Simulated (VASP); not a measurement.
# PbO2 (I-42m) in VASP: relaxation of cell and atoms with PBE

Aim: the relaxation of cell and atoms of PbO2 with PBE.

Everything below comes from runs of VASP 6.6.1. Logs are shortened: lines on timing, memory, paths and dates and some standing lists are left out, and cuts for length are marked.

**1. The cell of the first run**

The structure is tetragonal, space group I-42m (No. 121). The conventional cell has a = 5.916 Å, b = 5.916 Å, c = 8.446 Å, α = 90.00°, β = 90.00°, γ = 90.00°. Pb (site symmetry -42m) has 8 O at 2.17 to 2.96 Å within 3.0 Å. Within 2.8 Å of Pb (site symmetry -4) lie 6 O at 2.11 to 2.25 Å. O (site symmetry m) has 3 Pb at 2.17 to 2.25 Å and 3 O at 2.76 to 2.77 Å within 2.9 Å. O (site symmetry 222) has 2 Pb at 2.11 Å and 4 O at 2.77 Å within 2.8 Å.

**2. Relaxation of cell and atoms, PBE**

The input, INCAR:

```
ALGO = Normal ; EDIFF = 1E-7
EDIFFG = -0.01 ; ENCUT = 600
GGA = PE ; GGA_COMPAT = False
IBRION = 2 ; ISIF = 3
ISMEAR = 0 ; KPAR = 4
LASPH = True ; LCHARG = False
LREAL = False ; LWAVE = False
NELM = 120 ; NELMIN = 4
NSW = 100 ; PREC = Accurate
SIGMA = 0.1
```

The input, KPOINTS:

```
k-points
0
Gamma
  10 10 10
```

The input, POSCAR:

```
PbO2
1.0
   -2.9579921957      2.9579921957      4.2231055932
    2.9579921957     -2.9579921957      4.2231055932
    2.9579921957      2.9579921957     -4.2231055932
Pb O
3 6
Direct
    0.0000000000      0.0000000000      0.0000000000
    0.2500000000      0.7500000000      0.5000000000
    0.7500000000      0.2500000000      0.5000000000
    0.6361884376      0.9663162539      0.0000000000
    0.3638115624      0.3638115624      0.3301278162
    0.5000000000      0.0000000000      0.5000000000
    0.9663162539      0.6361884376      0.0000000000
    0.0336837461      0.0336837461      0.6698721838
    0.0000000000      0.5000000000      0.5000000000
```

Potentials or basis: VASP PAW PBE potentials, release 64 (Pb_d, O).

Run with:

```sh
$ cat potpaw_PBE.64/Pb_d/POTCAR potpaw_PBE.64/O/POTCAR > POTCAR
$ mpirun -np 4 vasp_std > vasp.out
```

OUTCAR:

```text
EDIFF = 1E-7
   EDIFFG = -0.01
   ENCUT = 600
   GGA = PE
   IBRION = 2
   ISIF = 3
   ISMEAR = 0
   LASPH = True
   LREAL = False
   NELM = 120
   NELMIN = 4
   NSW = 100
   PREC = Accurate

 ion  position               nearest neighbor table
   1  0.000  0.000  0.000-   8 2.17   7 2.17   4 2.17   5 2.17   6 2.96   9 2.96   9 2.96   6 2.96
                             3 3.63   2 3.63   2 3.63   3 3.63   3 3.63   2 3.63   2 3.63   3 3.63
   2  0.250  0.750  0.500-   6 2.11   9 2.11   4 2.25   7 2.25   5 2.25   8 2.25   1 3.63   1 3.63
                             1 3.63   1 3.63
   3  0.750  0.250  0.500-   6 2.11   9 2.11   7 2.25   4 2.25   5 2.25   8 2.25   1 3.63   1 3.63
                             1 3.63   1 3.63
   4  0.636  0.966  0.000-   1 2.17   3 2.25   2 2.25
   5  0.364  0.364  0.330-   1 2.17   2 2.25   3 2.25
   6  0.500  0.000  0.500-   2 2.11   3 2.11   1 2.96   1 2.96
   7  0.966  0.636  0.000-   1 2.17   2 2.25   3 2.25
   8  0.034  0.034  0.670-   1 2.17   2 2.25   3 2.25
   9  0.000  0.500  0.500-   2 2.11   3 2.11   1 2.96   1 2.96

  LATTYP: Found a body centered tetragonal cell.
 ALAT       =     5.9159843914
 C/A-ratio  =     1.4276932844

  Lattice vectors:

 A1 = (  -2.9579921957,   2.9579921957,   4.2231055932)
 A2 = (   2.9579921957,  -2.9579921957,   4.2231055932)
 A3 = (   2.9579921957,   2.9579921957,  -4.2231055932)

Analysis of symmetry for initial positions (statically):
=====================================================================
 Subroutine PRICEL returns:
 Original cell was already a primitive cell.

 Routine SETGRP: Setting up the symmetry group for a
 body centered tetragonal supercell.

 Subroutine GETGRP returns: Found  8 space group operations
 (whereof  8 operations were pure point group operations)
 out of a pool of 16 trial point group operations.

The static configuration has the point symmetry D_2d.

Analysis of symmetry for dynamics (positions and initial velocities):
=====================================================================
 Subroutine PRICEL returns:
 Original cell was already a primitive cell.

 Routine SETGRP: Setting up the symmetry group for a
 body centered tetragonal supercell.

 Subroutine GETGRP returns: Found  8 space group operations
 (whereof  8 operations were pure point group operations)
 out of a pool of 16 trial point group operations.

The dynamic configuration has the point symmetry D_2d.

 Subroutine INISYM returns: Found  8 space group operations
 (whereof  8 operations are pure point group operations),
 and found     1 'primitive' translations

----------------------------------------------------------------------------------------

                                     Primitive cell

  volume of cell :     147.8039

  direct lattice vectors                    reciprocal lattice vectors
    -2.957992196  2.957992196  4.223105593     0.000000000  0.169033576  0.118396282
     2.957992196 -2.957992196  4.223105593     0.169033576  0.000000000  0.118396282
     2.957992196  2.957992196 -4.223105593     0.169033576  0.169033576  0.000000000

  length of vectors
     5.944245664  5.944245664  5.944245664     0.206373519  0.206373519  0.239049576

  position of ions in fractional coordinates (direct lattice)
     0.000000000  0.000000000  0.000000000
     0.250000000  0.750000000  0.500000000
     0.750000000  0.250000000  0.500000000
     0.636188438  0.966316254  0.000000000
     0.363811562  0.363811562  0.330127816
     0.500000000  0.000000000  0.500000000
     0.966316254  0.636188438  0.000000000
     0.033683746  0.033683746  0.669872184
     0.000000000  0.500000000  0.500000000

  ion indices of the primitive-cell ions
   primitive index   ion index
                 1           1
                 2           2
                 3           3
                 4           4
                 5           5
                 6           6
                 7           7
                 8           8
                 9           9

----------------------------------------------------------------------------------------

 KPOINTS: k-points

Automatic generation of k-mesh.
 Grid dimensions read from file:
 generate k-points for:   10   10   10
[... 50 lines left out ...]
   dimension x,y,z NGXF=    96 NGYF=   96 NGZF=   96
   ions per type =               3   6
   NGX,Y,Z   is equivalent  to a cutoff of  13.42, 13.42, 13.42 a.u.
   NGXF,Y,Z  is equivalent  to a cutoff of  26.85, 26.85, 26.85 a.u.
 SYSTEM =  unknown system
   PREC   = accura    normal or accurate (medium, high low for compatibility)
   ISTART =      0    job   : 0-new  1-cont  2-samecut
   ICHARG =      2    charge: 1-file 2-atom 10-const
   ISPIN  =      1    spin polarized calculation?
   LNONCOLLINEAR =      F non collinear calculations
   LSORBIT =      F    spin-orbit coupling
   LASPH  =      T    aspherical Exc in radial PAW
   ENCUT  =  600.0 eV  44.10 Ry    6.64 a.u.  11.87 11.87 11.87*2*pi/ulx,y,z
   NELM   =    120;   NELMIN=  4; NELMDL= -5     # of ELM steps
   EDIFF  = 0.1E-06   stopping-criterion for ELM
   LREAL  =      F    real-space projection
   EDIFFG = -.1E-01   stopping-criterion for IOM
   NSW    =    100    number of steps for IOM
   IBRION =      2    ionic relax: 0-MD 1-quasi-New 2-CG
   NFREE  =      1    steps in history (QN), initial steepest desc. (CG)
   ISIF   =      3    stress and relaxation
   ISYM   =      2    0-nonsym 1-usesym 2-fastsym
   POTIM  = 0.5000    time-step for ionic-motion
   TEBEG  =    0.0;   TEEND  =   0.0 temperature during run
   PSTRESS=    0.0 pullay stress
   NELECT =      78.0000    total number of electrons
   NUPDOWN=      -1.0000    fix difference up-down
   EMIN   =  10.00;   EMAX   =-10.00  energy-range for DOS
   EFERMI =   0.00;   METHOD = LEGACY
   ISMEAR =     0;   SIGMA  =   0.10  broadening in eV -4-tet -1-fermi 0-gaus
   EFERMI_NEDOS =   21; number of points for ismear=-14 and -15
   IALGO  =     38    algorithm
   IMIX   =      4    mixing-type and parameters
     AMIX     =   0.40;   BMIX     =  1.00
     AMIX_MAG =   1.60;   BMIX_MAG =  1.00
  volume/ion in A,a.u.               =      16.42       110.83
  Fermi-wavevector in a.u.,A,eV,Ry     =   1.322953  2.500018 23.812975  1.750204
  Thomas-Fermi vector in A             =   2.452596
   LORBIT       =      0    0 simple, 1 ext, 2 COOP (PROOUT), +10 PAW based schemes
   GGA     = PE    functional components
   LHFCALC =     F    Hartree Fock is set to
   AEXX    =    0.0000 exact exchange contribution
   IVDW    =     0    specifies the selected vdW correction
   LEPSILON=     F    determine dielectric tensor
   LRPA    =     F    only Hartree local field effects (RPA)
 conjugate gradient relaxation of ions
 non-spin polarized calculation
 Gauss-broadening in eV      SIGMA  =   0.10
  energy-cutoff  :      600.00
  volume of cell :      147.80
 maximum number of plane-waves:      4961
   NGX = 23   NGY = 23   NGZ = 23

--------------------------------------- Ionic step        1  -------------------------------------------

 number of electron      78.0000008 magnetization

 Free energy of the ion-electron system (eV)
  ---------------------------------------------------
  ext. energy  EPLUGINS =         0.00000000
  ---------------------------------------------------
  free energy    TOTEN  =       -45.47886611 eV

  energy without entropy =      -45.46804325  energy(sigma->0) =      -45.47345468

------------------------ aborting loop because EDIFF is reached ----------------------------------------

  FORCE on cell =-STRESS in cart. coord.  units (eV):
  Direction    XX          YY          ZZ          XY          YZ          ZX
  --------------------------------------------------------------------------------------
  -------------------------------------------------------------------------------------
  Total       -0.0266378     -0.0266378      0.2224355      0.0000000      0.0000000      0.0000000
  in kB       -0.2887503     -0.2887503      2.4111744      0.0000000      0.0000000      0.0000000
  external PRESSURE =       0.6112246 kB  Pullay stress =       0.0000000 kB

 VOLUME and BASIS-vectors are now :
 -----------------------------------------------------------------------------
  energy-cutoff  :      600.00
  volume of cell :      147.80
      direct lattice vectors                 reciprocal lattice vectors
    -2.957992196  2.957992196  4.223105593     0.000000000  0.169033576  0.118396282
     2.957992196 -2.957992196  4.223105593     0.169033576  0.000000000  0.118396282
     2.957992196  2.957992196 -4.223105593     0.169033576  0.169033576  0.000000000

 POSITION                                       TOTAL-FORCE (eV/Angst)
 -----------------------------------------------------------------------------------
      0.00000      0.00000      0.00000        -0.000000     -0.000000      0.000000
      2.95799      0.00000      2.11155        -0.000000      0.000000     -0.000000
      0.00000      2.95799      2.11155        -0.000000     -0.000000      0.000000
      0.97652     -0.97652      6.76755         0.001603     -0.001603     -0.007257
      0.97652      0.97652      1.67866         0.001603      0.001603      0.007257
      0.00000      2.95799      0.00000        -0.000000      0.000000      0.000000
     -0.97652      0.97652      6.76755        -0.001603      0.001603     -0.007257
      1.98148      1.98148     -2.54444        -0.001603     -0.001603      0.007257
      2.95799      0.00000      0.00000        -0.000000      0.000000      0.000000
 -----------------------------------------------------------------------------------
    total drift:                                0.000000      0.000000     -0.000000

  FREE ENERGIE OF THE ION-ELECTRON SYSTEM (eV)
  ---------------------------------------------------
  free  energy   TOTEN  =       -45.4788661143 eV

  energy  without entropy=      -45.4680432517  energy(sigma->0) =      -45.47345468

--------------------------------------- Ionic step        2  -------------------------------------------

 number of electron      78.0000007 magnetization

 Free energy of the ion-electron system (eV)
  ---------------------------------------------------
  ext. energy  EPLUGINS =         0.00000000
  ---------------------------------------------------
  free energy    TOTEN  =       -45.47899410 eV

  energy without entropy =      -45.46802966  energy(sigma->0) =      -45.47351188

 E-fermi :   2.9704     XC(G=0):  -9.6669

 val. band max:        2.9656346279   @ k =   0.2000   0.0000  -0.0000
 cond. band min:       2.9734734872   @ k =  -0.1000   0.1000   0.1000
 fundamental gap:      0.0078388592
 Fermi energy:         2.9703524998

 k-point     1 :       0.0000    0.0000    0.0000
  band No.  band energies     occupation
      1     -15.2090      2.00000
      2     -14.9874      2.00000
      3     -14.9204      2.00000
      4     -14.6092      2.00000
      5     -14.6092      2.00000
      6     -13.5697      2.00000
[... 1165 lines left out ...]
     45       9.4231      0.00000
     46      10.5094      0.00000

 [... further k-points ...]
[... 5 lines left out ...]
  --------------------------------------------------------------------------------------
  -------------------------------------------------------------------------------------
  Total       -0.0842293     -0.0842293     -0.0362909      0.0000000      0.0000000      0.0000000
  in kB       -0.9122093     -0.9122093     -0.3930327      0.0000000      0.0000000      0.0000000
  external PRESSURE =      -0.7391504 kB  Pullay stress =       0.0000000 kB

 VOLUME and BASIS-vectors are now :
 -----------------------------------------------------------------------------
  energy-cutoff  :      600.00
  volume of cell :      147.94
      direct lattice vectors                 reciprocal lattice vectors
    -2.957569835  2.957569835  4.228140885     0.000000000  0.169057716  0.118255284
     2.957569835 -2.957569835  4.228140885     0.169057716  0.000000000  0.118255284
     2.957569835  2.957569835 -4.228140885     0.169057716  0.169057716  0.000000000

 POSITION                                       TOTAL-FORCE (eV/Angst)
 -----------------------------------------------------------------------------------
      2.95757      2.95757      4.22814        -0.000000      0.000000      0.000000
      2.95757      0.00000      2.11407        -0.000000     -0.000000      0.000000
      0.00000      2.95757      2.11407        -0.000000      0.000000      0.000000
      0.97645     -0.97645      6.77527        -0.002287      0.002287      0.002042
      0.97645      0.97645      1.68102        -0.002287     -0.002287     -0.002042
      2.95757      0.00000      4.22814        -0.000000      0.000000      0.000000
      1.98112      3.93402      2.54712         0.002287     -0.002287      0.002042
      1.98112      1.98112     -2.54712         0.002287      0.002287     -0.002042
      2.95757      0.00000      0.00000        -0.000000     -0.000000      0.000000
 -----------------------------------------------------------------------------------
    total drift:                                0.000000      0.000000     -0.000001

  FREE ENERGIE OF THE ION-ELECTRON SYSTEM (eV)
  ---------------------------------------------------
  free  energy   TOTEN  =       -45.4789940972 eV

  energy  without entropy=      -45.4680296611  energy(sigma->0) =      -45.47351188

 reached required accuracy - stopping structural energy minimisation
```

Run time: 4.5 min. Hardware: 4 MPI ranks of Intel Xeon 6975P-C (Granite Rapids), shared host; peak memory 0.79 GiB.

What came out:

```yaml
Free_energy: -45.4790 eV
Relaxed_volume: 16.44 Å³/atom
Relaxed_cell: a = 5.947 Å, b = 5.947 Å, c = 5.947 Å, α = 120.36°, β = 120.36°, γ = 89.38°
Space_group_after_relaxing_to_0.1_Å: I-42m (No. 121)
Energy_gained_by_relaxing: 0.0 meV/atom
Ionic_steps: 2
Pressure_after_relaxing: -0.1 GPa
Largest_force_after_relaxing: 0.004 eV/Å
Band_gap_on_the_k_mesh: zero (bands 39 and 40 overlap by 0.10 eV)
```

Forces on the atoms (eV/Å):
```
Pb   0.000  0.000  0.000
Pb   0.000  0.000  0.000
Pb   0.000  0.000  0.000
O   -0.002  0.002  0.002
O   -0.002 -0.002 -0.002
O    0.000  0.000  0.000
O    0.002 -0.002  0.002
O    0.002  0.002 -0.002
O    0.000  0.000  0.000
```

The path:
```
step  energy change (eV)  largest force (eV/Å)  pressure (GPa)  volume (Å³)
   1              0.0000                0.0076            0.06       147.80
   2             -0.0001                0.0038           -0.07       147.94
```

Final structure:
```
Pb O
1.0
    -2.95757    2.95757    4.22814
     2.95757   -2.95757    4.22814
     2.95757    2.95757   -4.22814
Pb O
3 6
Direct
  0.00000 0.00000 0.00000
  0.25000 0.75000 0.50000
  0.75000 0.25000 0.50000
  0.63613 0.96629 0.00000
  0.36387 0.36387 0.33015
  0.50000 0.00000 0.50000
  0.96629 0.63613 0.00000
  0.03371 0.03371 0.66985
  0.00000 0.50000 0.50000
```

Levels at points of the mesh, in eV from the Fermi level:
| k point | band 36 | band 37 | band 38 | band 39 | band 40 | band 41 | band 42 | band 43 |
| --- | --- | --- | --- | --- | --- | --- | --- | --- |
| (0.00, 0.00, 0.00) | -0.67 | -0.67 | -0.36 | 0.04 | 0.04 | 1.95 | 4.78 | 6.38 |
| (0.50, 0.00, 0.00) | -0.49 | -0.47 | -0.28 | -0.22 | 1.09 | 2.09 | 2.33 | 5.21 |
| (0.50, 0.50, 0.00) | -0.67 | -0.57 | -0.49 | -0.24 | 1.26 | 1.56 | 3.76 | 4.90 |
| (0.50, 0.50, 0.50) | -0.65 | -0.65 | -0.31 | -0.31 | 1.49 | 2.83 | 3.18 | 5.43 |

Caveat: semilocal functionals underestimate gaps, and a narrow one can read as zero; spin-orbit coupling is left out, which moves the levels of the heavy elements.
